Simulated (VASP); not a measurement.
# SiC (Moissanite) (P6_3mc) in VASP: settings compared

The runs below take SiC (Moissanite) through single point, with PBE, revPBE+D4, LDA.

Everything below comes from runs of VASP 6.6.1. Logs are shortened: lines on timing, memory, paths and dates and some standing lists are left out, and cuts for length are marked.

**1. The cell of the first run**

The structure is hexagonal, space group P6_3mc (No. 186). The conventional cell has a = 3.076 Å, b = 3.076 Å, c = 5.048 Å, α = 90.00°, β = 90.00°, γ = 120.00°. Within 2.5 Å of Si (site symmetry 3m) lie 4 C at 1.87 to 1.94 Å. C (site symmetry 3m) has 4 Si at 1.87 to 1.94 Å within 2.5 Å.

**2. Single point, PBE**

File INCAR:

```
SYSTEM = SiC
ALGO = Normal ; EDIFF = 1E-6
ENCUT = 520 ; GGA = PE
ISIF = 2 ; ISMEAR = -1
LASPH = .True. ; LCHARG = .False.
LREAL = .False. ; LWAVE = .False.
NBANDS = 16 ; NELM = 60
PREC = Accurate ; SIGMA = 0.05
```

File KPOINTS:

```
k-points
0
Gamma
  6 6 3
  0 0 0
```

File POSCAR:

```
SiC
1.0
    3.0760000000      0.0000000000      0.0000000000
   -1.5380000000      2.6638941420      0.0000000000
    0.0000000000      0.0000000000      5.0480000000
Si C
2 2
Direct
    0.6666666667      0.3333333333      0.5000000000
    0.3333333333      0.6666666667      0.0000000000
    0.6666666667      0.3333333333      0.8850000000
    0.3333333333      0.6666666667      0.3850000000
```

Potentials or basis: VASP PAW PBE potentials, release 64 (Si, C).

On the command line:

```bash
$ cat potpaw_PBE.64/Si/POTCAR potpaw_PBE.64/C/POTCAR > POTCAR
$ mpirun -np 1 vasp_std > vasp.out
```

OUTCAR:

```text
SYSTEM = SiC
   EDIFF = 1E-6
   ENCUT = 520
   GGA = PE
   ISIF = 2
   ISMEAR = -1
   LASPH = .True.
   LREAL = .False.
   NELM = 60
   PREC = Accurate

 ion  position               nearest neighbor table
   1  0.667  0.333  0.500-   4 1.87   4 1.87   4 1.87   3 1.94   2 3.09   2 3.09   2 3.09   2 3.09
                             2 3.09   2 3.09
   2  0.333  0.667  0.000-   3 1.87   3 1.87   3 1.87   4 1.94   1 3.09   1 3.09   1 3.09   1 3.09
                             1 3.09   1 3.09
   3  0.667  0.333  0.885-   2 1.87   2 1.87   2 1.87   1 1.94
   4  0.333  0.667  0.385-   1 1.87   1 1.87   1 1.87   2 1.94

  LATTYP: Found a hexagonal cell.
 ALAT       =     3.0760000000
 C/A-ratio  =     1.6410923277

  Lattice vectors:

 A1 = (   3.0760000000,   0.0000000000,   0.0000000000)
 A2 = (  -1.5380000000,   2.6638941420,   0.0000000000)
 A3 = (   0.0000000000,   0.0000000000,   5.0480000000)

Analysis of symmetry for initial positions (statically):
=====================================================================
 Subroutine PRICEL returns:
 Original cell was already a primitive cell.

 Routine SETGRP: Setting up the symmetry group for a
 hexagonal supercell.

 Subroutine GETGRP returns: Found 12 space group operations
 (whereof  6 operations were pure point group operations)
 out of a pool of 24 trial point group operations.

The static configuration has the point symmetry C_3v.
 The point group associated with its full space group is C_6v.

Analysis of symmetry for dynamics (positions and initial velocities):
=====================================================================
 Subroutine PRICEL returns:
 Original cell was already a primitive cell.

 Routine SETGRP: Setting up the symmetry group for a
 hexagonal supercell.

 Subroutine GETGRP returns: Found 12 space group operations
 (whereof  6 operations were pure point group operations)
 out of a pool of 24 trial point group operations.

The dynamic configuration has the point symmetry C_3v.
 The point group associated with its full space group is C_6v.

 Subroutine INISYM returns: Found 12 space group operations
 (whereof  6 operations are pure point group operations),
 and found     1 'primitive' translations

----------------------------------------------------------------------------------------

                                     Primitive cell

  volume of cell :      41.3640

  direct lattice vectors                    reciprocal lattice vectors
     3.076000000  0.000000000  0.000000000     0.325097529  0.187695146  0.000000000
[... 82 lines left out ...]
   NSW    =      0    number of steps for IOM
   IBRION =     -1    ionic relax: 0-MD 1-quasi-New 2-CG
   NFREE  =      0    steps in history (QN), initial steepest desc. (CG)
   ISIF   =      2    stress and relaxation
   ISYM   =      2    0-nonsym 1-usesym 2-fastsym
   POTIM  = 0.5000    time-step for ionic-motion
   TEBEG  =    0.0;   TEEND  =   0.0 temperature during run
   PSTRESS=    0.0 pullay stress
   NELECT =      16.0000    total number of electrons
   NUPDOWN=      -1.0000    fix difference up-down
   EMIN   =  10.00;   EMAX   =-10.00  energy-range for DOS
   EFERMI =   0.00;   METHOD = LEGACY
   ISMEAR =    -1;   SIGMA  =   0.05  broadening in eV -4-tet -1-fermi 0-gaus
   EFERMI_NEDOS =   21; number of points for ismear=-14 and -15
   IALGO  =     38    algorithm
   IMIX   =      4    mixing-type and parameters
     AMIX     =   0.40;   BMIX     =  1.00
     AMIX_MAG =   1.60;   BMIX_MAG =  1.00
  volume/ion in A,a.u.               =      10.34        69.78
  Fermi-wavevector in a.u.,A,eV,Ry     =   1.192817  2.254098 19.358549  1.422813
  Thomas-Fermi vector in A             =   2.328847
   LORBIT       =      0    0 simple, 1 ext, 2 COOP (PROOUT), +10 PAW based schemes
   GGA     = PE    functional components
   LHFCALC =     F    Hartree Fock is set to
   AEXX    =    0.0000 exact exchange contribution
   IVDW    =     0    specifies the selected vdW correction
   LEPSILON=     F    determine dielectric tensor
   LRPA    =     F    only Hartree local field effects (RPA)
 non-spin polarized calculation
  energy-cutoff  :      520.00
  volume of cell :       41.36
 maximum number of plane-waves:      1132
 NGX is ok and might be reduce to    24
   NGX = 11   NGY = 11   NGZ = 19

 number of electron      16.0000000 magnetization

 Free energy of the ion-electron system (eV)
  ---------------------------------------------------
  ext. energy  EPLUGINS =         0.00000000
  ---------------------------------------------------
  free energy    TOTEN  =       -30.05015276 eV

  energy without entropy =      -30.05015276  energy(sigma->0) =      -30.05015276

 E-fermi :   9.4325     XC(G=0): -11.3470

 val. band max:        8.4153429820   @ k =   0.0000   0.0000   0.0000
 cond. band min:      10.7329872600   @ k =   0.3333   0.3333   0.0000
 fundamental gap:      2.3176442781
 Fermi energy:         9.4325073994

 k-point     1 :       0.0000    0.0000    0.0000
  band No.  band energies     occupation
      1      -7.3119      2.00000
      2      -3.8085      2.00000
      3      -0.2808      2.00000
      4       6.8585      2.00000
      5       6.8585      2.00000
      6       8.1400      2.00000
[... 243 lines left out ...]
      3       0.7661      2.00000
      4       0.7661      2.00000
      5       1.9744      2.00000
      6       3.2847      2.00000
[... 8 lines left out ...]
     15      19.9403      0.00000
     16      20.4966      0.00000

------------------------ aborting loop because EDIFF is reached ----------------------------------------

  FORCE on cell =-STRESS in cart. coord.  units (eV):
  Direction    XX          YY          ZZ          XY          YZ          ZX
  --------------------------------------------------------------------------------------
  -------------------------------------------------------------------------------------
  Total        1.3579171      1.3579171      0.1139312      0.0000000     -0.0000000     -0.0000000
  in kB       52.5970278     52.5970278      4.4129675      0.0000000     -0.0000000     -0.0000000
  external PRESSURE =      36.5356744 kB  Pullay stress =       0.0000000 kB

 VOLUME and BASIS-vectors are now :
 -----------------------------------------------------------------------------
  energy-cutoff  :      520.00
  volume of cell :       41.36
      direct lattice vectors                 reciprocal lattice vectors
     3.076000000  0.000000000  0.000000000     0.325097529  0.187695146  0.000000000
    -1.538000000  2.663894142  0.000000000     0.000000000  0.375390292  0.000000000
     0.000000000  0.000000000  5.048000000     0.000000000  0.000000000  0.198098257

 POSITION                                       TOTAL-FORCE (eV/Angst)
 -----------------------------------------------------------------------------------
      1.53800      0.88796      2.52400        -0.000000      0.000000      0.749868
     -0.00000      1.77593      0.00000         0.000000      0.000000      0.749868
      1.53800      0.88796      4.46748        -0.000000      0.000000     -0.749868
     -0.00000      1.77593      1.94348         0.000000     -0.000000     -0.749868
 -----------------------------------------------------------------------------------
    total drift:                                0.000000      0.000000     -0.000234

  FREE ENERGIE OF THE ION-ELECTRON SYSTEM (eV)
  ---------------------------------------------------
  free  energy   TOTEN  =       -30.0501527639 eV

  energy  without entropy=      -30.0501527639  energy(sigma->0) =      -30.05015276
```

stdout:

```text
POSCAR found type information on POSCAR SiC
 POSCAR found :  2 types and       4 ions
 scaLAPACK will be used
 LDA part: xc-table for (Slater+PW92), standard interpolation
 POSCAR, INCAR and KPOINTS ok, starting setup
 FFT: planning ... GRIDC
 FFT: planning ... GRID_SOFT
 FFT: planning ... GRID
 WAVECAR not read
 entering main loop
```

It took 7.9 s on 1 thread of Intel Xeon Platinum 8259CL at 2.50GHz (Skylake/Cascade Lake), shared host; peak memory 0.14 GiB.

Results:

```yaml
Free_energy: -30.0502 eV
Pressure: 3.7 GPa
Largest_force: 0.750 eV/Å
Band_gap_on_the_k_mesh: 2.32 eV, indirect (least direct gap 4.07 eV)
```

Forces in eV/Å, atoms in the order of the input:
```
Si   0.000  0.000  0.750
Si   0.000  0.000  0.750
C    0.000  0.000 -0.750
C    0.000  0.000 -0.750
```

A k mesh can miss the band edges.

[end of part 1 of 2]
